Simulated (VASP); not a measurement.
A run of VASP 6.6.1 is set up as follows.

INCAR

```
  PREC = Accurate
  ENCUT = 520
  EDIFF = 1E-6
  ISMEAR = 0
  SIGMA = 0.1
  LREAL = F
  LASPH = T
  NELM = 100
  ALGO = Normal
  ISIF = 2
  LWAVE = F
  LCHARG = F
  GGA = PE
  NBANDS = 24
```

Contents of KPOINTS:

```
regular mesh
0
Gamma
  4 4 4
```

The input POSCAR:

```
As
1.0
    2.9521058467     -3.3532736826     -0.3972577666
    2.9521058467      3.3532736826     -0.3972577666
   -1.9716664940      0.0000000000      6.8597547468
As
6
Direct
    0.1178957678      0.3795739361      0.3627037620
    0.6204260639      0.8821042322      0.1372962380
    0.8821042322      0.6204260639      0.6372962380
    0.3795739361      0.1178957678      0.8627037620
    0.0000000000      0.5000000000      0.0000000000
    0.5000000000      0.0000000000      0.5000000000
```

Potentials or basis: VASP PAW PBE potentials, release 64 (As).

Run with:

```sh
$ cat potpaw_PBE.64/As/POTCAR > POTCAR
$ mpirun -np 1 vasp_std > vasp.out
```

Task: Estimate the band gap on the k mesh.

Result: Zero (bands 15 and 16 overlap by 3.14 eV).

Task: Predict the pressure.

Result: 0.2 GPa.

Forces in eV/Å, atoms in the order of the input:
```
As   0.004 -0.007 -0.003
As  -0.004 -0.007  0.003
As  -0.004  0.007  0.003
As   0.004  0.007 -0.003
As   0.000  0.000  0.000
As   0.000  0.000  0.000
```

Caveat: the k points lie up to 0.37 Å⁻¹ apart, too coarse for converged energies and pressures of a metal.
